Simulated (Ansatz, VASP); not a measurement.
SnTe: VASP beside Ansatz

```
CELL_PARAMETERS angstrom
0.00000 3.15489 3.04590
3.15489 0.00000 3.04590
3.15489 3.15489 0.00000
ATOMIC_POSITIONS crystal
Sn 0.00909 0.99091 0.99091
Te 0.49154 0.50846 0.50846
```

Change from the starting cell: mode 4 frozen in at -0.057 Å, strain +e along z and -e/2 along x and y -0.0233.

Alike in both runs: task single point; functional LDA; k mesh 10 × 10 × 10; occupations gaussian, width 0.03 eV; no spin polarisation.

|  | VASP | Ansatz |
| --- | --- | --- |
| version | VASP 6.6.1 | Ansatz 0.2.0 |
| potentials or method | VASP PAW LDA potentials, release 64 (Sn_d, Te), cutoff 520 eV | scalar-relativistic, plane waves, PAW |
| valence electrons in the cell | 20 | 30 |

Ansatz gave:

| Item | Value |
| --- | --- |
| gap on the k mesh at the Fermi level (eV) | 0.36 |
| least direct gap on the mesh (eV) | 0.36 |
| pressure (GPa) | 0.3 |
| traceless stress, the component that is largest in VASP (GPa) | 3.44 |
| rms of the force components (eV/Å) | 0.010 |

Question: Estimate VASP's values.

Answer: gap on the k mesh at the Fermi level (eV): 0.37; least direct gap on the mesh (eV): 0.37; pressure (GPa): 0.4; traceless stress, the component that is largest in VASP (GPa): 3.46; rms of the force components (eV/Å): 0.014.

LDA's correlation is that of Perdew and Zunger in VASP and of Perdew and Wang (1992) in Ansatz. Atom by atom the forces differ by 0.004 eV/Å (rms over components). VASP's potentials hold 20 valence electrons a cell and Ansatz's 30, so a difference there can come from the potentials and not from the codes.

Neither program's run includes spin-orbit coupling.
